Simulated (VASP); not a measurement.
Write the native input for VASP 6.6.1 that does the following.

```yaml
Task: single point
Functional: r2SCAN
Potentials_or_basis: VASP PAW PBE potentials, release 64 (Li_sv, Sr_sv, Sn_d, S)
Cutoff: 520 eV
k_mesh: 4 × 4 × 4
Occupations: gaussian, width 0.01 eV
Spin: no spin polarisation
Dipole_correction: no
Further_INCAR_settings: ALGO = Normal; EDIFF = 1e-06; NBANDS = 37
```

Crystal: SrLi2SnS4.

```
Li Sr Sn S
1.0
    -3.30843    3.30843    3.97381
     3.30843   -3.30843    3.97381
     3.30843    3.30843   -3.97381
Li Sr Sn S
2 1 1 4
Direct
  0.25000 0.75000 0.50000
  0.75000 0.25000 0.50000
  0.50000 0.50000 0.00000
  0.00000 0.00000 0.00000
  0.03682 0.03682 0.41523
  0.96318 0.37841 0.00000
  0.62159 0.62159 0.58477
  0.37841 0.96318 0.00000
```

One way to write it, as run:

POSCAR

```
SrLi2SnS4
1.0
   -3.3084299785      3.3084299785      3.9738121774
    3.3084299785     -3.3084299785      3.9738121774
    3.3084299785      3.3084299785     -3.9738121774
Li Sr Sn S
2 1 1 4
Direct
    0.2500000000      0.7500000000      0.5000000000
    0.7500000000      0.2500000000      0.5000000000
    0.5000000000      0.5000000000      0.0000000000
    0.0000000000      0.0000000000      0.0000000000
    0.0368209321      0.0368209321      0.4152325976
    0.9631790679      0.3784116655      0.0000000000
    0.6215883345      0.6215883345      0.5847674024
    0.3784116655      0.9631790679      0.0000000000
```

INCAR.step1

```
PREC     = Accurate       # precision mode
ENCUT    = 520            # plane-wave cutoff, eV
ISMEAR   = 0              # smearing method
SIGMA    = 0.01           # smearing width, eV
LREAL    = F              # projectors in reciprocal space
LASPH    = T              # aspherical terms in the spheres
NELM     = 80             # most SCF steps
NBANDS   = 37             # bands
GGA      = PE             # functional
ALGO     = Normal         # electronic algorithm
EDIFF    = 1E-4           # SCF threshold, eV
LWAVE    = T              # write WAVECAR
LCHARG   = F              # write CHGCAR
```

INCAR.step2

```
PREC     = Accurate       # precision mode
ENCUT    = 520            # plane-wave cutoff, eV
EDIFF    = 1E-6           # SCF threshold, eV
ISMEAR   = 0              # smearing method
SIGMA    = 0.01           # smearing width, eV
LREAL    = F              # projectors in reciprocal space
LASPH    = T              # aspherical terms in the spheres
NELM     = 80             # most SCF steps
ALGO     = Normal         # electronic algorithm
ISIF     = 2              # what is computed and relaxed
LWAVE    = F              # write WAVECAR
LCHARG   = T              # write CHGCAR
METAGGA  = R2SCAN         # meta-GGA
LMIXTAU  = T            
LELF     = T              # ELF
LVHAR    = T            
NBANDS   = 37             # bands
ISTART   = 1
```

KPOINTS

```
Automatic mesh
0
Gamma
  4 4 4
```

Potentials or basis: VASP PAW PBE potentials, release 64 (Li_sv, Sr_sv, Sn_d, S).

The run is started by

```console
$ cat potpaw_PBE.64/Li_sv/POTCAR potpaw_PBE.64/Sr_sv/POTCAR potpaw_PBE.64/Sn_d/POTCAR potpaw_PBE.64/S/POTCAR > POTCAR
$ cp INCAR.step1 INCAR
$ mpirun -np 1 vasp_std > vasp.out
$ cp INCAR.step2 INCAR
$ mpirun -np 1 vasp_std > vasp.out
```

Results of the run:

| Property | Result |
| --- | --- |
| Largest force | 0.216 eV/Å |
| Band gap on the k mesh | 3.09 eV |

Caveat: the PAW data sets were made with another functional, which shifts forces and pressure a little; spin-orbit coupling is left out, which moves the levels of the heavy elements.

It took 10 min on 1 thread of Oxide Virtual Turin-like Processor, on a shared host, peak memory 0.38 GiB.
